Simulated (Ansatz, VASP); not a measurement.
## CoO in VASP and in Ansatz

```
Co O
1.0
     1.53675    0.88724    2.47351
    -1.53675    0.88724    2.47351
     0.00000   -1.77448    2.47351
Co O
1 1
Direct
  0.00000 0.00000 0.00000
  0.50000 0.50000 0.50000
```

Alike in both runs: task relaxation of cell and atoms; functional PBE; k mesh 12 × 12 × 12; occupations gaussian, width 0.02 eV; collinear spin; Hubbard terms Co d U = 3.32 eV.

```csv
,VASP,Ansatz
version,VASP 6.6.1,Ansatz 0.2.0
potentials or method,"VASP PAW PBE potentials, release 64 (Co, O), cutoff 600 eV","scalar-relativistic, plane waves, PAW"
valence electrons in the cell,15,23
```

|  | VASP | Ansatz | Ansatz less VASP |
| --- | --- | --- | --- |
| net moment per atom (μB) | 1.50 | 1.50 | 0.000 |
| size of the moment on the site where the two differ most (μB) | 2.73 | 2.62 | -0.109 |
| relaxed volume (Å³/atom) | 9.65 | 10.12 | +0.465 |
| relaxed cell length with the largest relative difference (Å) | 2.983 | 3.044 | +0.0610 |

Site moments also hang on the region over which each program counts them. The programs project onto different local orbitals, so the same U acts differently, and such runs can settle in different states. VASP's potentials hold 15 valence electrons a cell and Ansatz's 23, so a difference there can come from the potentials and not from the codes.
